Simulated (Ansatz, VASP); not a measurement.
**ZrPb2O3 in VASP and in Ansatz**

```xyz
6
Lattice="6.2335 0.0000 0.0000 -3.1168 5.3984 0.0000 0.0000 0.0000 3.2615" Properties=species:S:1:pos:R:3 pbc="T T T"
Zr    0.0000    0.0000    0.0000
Pb    3.1168    1.7995    0.0000
Pb    0.0000    3.5989    0.0000
O     1.5584    2.6992    1.6308
O     3.1168    0.0000    1.6308
O    -1.5584    2.6992    1.6308
```

Change from the starting cell: species swapped into the ErCo3Ni2 type (P6/mmm, No. 191).

Alike in both runs: functional PBE; k mesh 3 × 3 × 6; occupations gaussian, width 0.1 eV; no spin polarisation.

Ansatz relaxed the structure, and its values are those at the end. VASP's run is a single point on that final structure, the one shown.

```csv
,VASP,Ansatz
version,VASP 6.6.1,Ansatz 0.2.0
potentials or method,"VASP PAW PBE potentials, release 64 (Zr_sv, Pb_d, O), cutoff 520 eV","scalar-relativistic, plane waves, PAW"
valence electrons in the cell,58,58
```

```tsv
	VASP	Ansatz	Ansatz less VASP
gap on the k mesh at the Fermi level (eV)	none	none	-
pressure (GPa)	0.1	0.1	+0.02
```

A gap of «none» marks a metal or a gap that the smearing closes. With one functional, cell and mesh, what is left measures potentials, basis and numerics.

The k mesh is coarse, so the values compare programs but aren't converged. Spin-orbit coupling is off throughout.
